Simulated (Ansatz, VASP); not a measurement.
Rh: VASP beside Ansatz

```
CELL_PARAMETERS angstrom
0.00000 1.78943 2.14731
1.78943 0.00000 2.14731
1.78943 1.78943 0.00000
ATOMIC_POSITIONS crystal
Rh 0.00000 0.00000 0.00000
```

Alike in both runs: task single point; functional LDA; k mesh 24 × 24 × 24; occupations gaussian, width 0.15 eV; no spin polarisation.

```csv
,VASP,Ansatz
version,VASP 6.6.1,Ansatz 0.2.0
potentials or method,"VASP PAW LDA potentials, release 64 (Rh_pv), cutoff 520 eV","scalar-relativistic, plane waves, PAW"
valence electrons in the cell,15,17
```

Ansatz gave:

```
gap on the k mesh at the Fermi level (eV)                     : none
pressure (GPa)                                                : -5.1
traceless stress, the component that is largest in VASP (GPa) : -26.82
```

Task: What did VASP give for the same quantities?

Result: gap on the k mesh at the Fermi level (eV): none; pressure (GPa): -4.3; traceless stress, the component that is largest in VASP (GPa): -26.86.

LDA's correlation is that of Perdew and Zunger in VASP and of Perdew and Wang (1992) in Ansatz. A gap of «none» marks a metal or a gap that the smearing closes. VASP's potentials hold 15 valence electrons a cell and Ansatz's 17, so a difference there can come from the potentials and not from the codes.
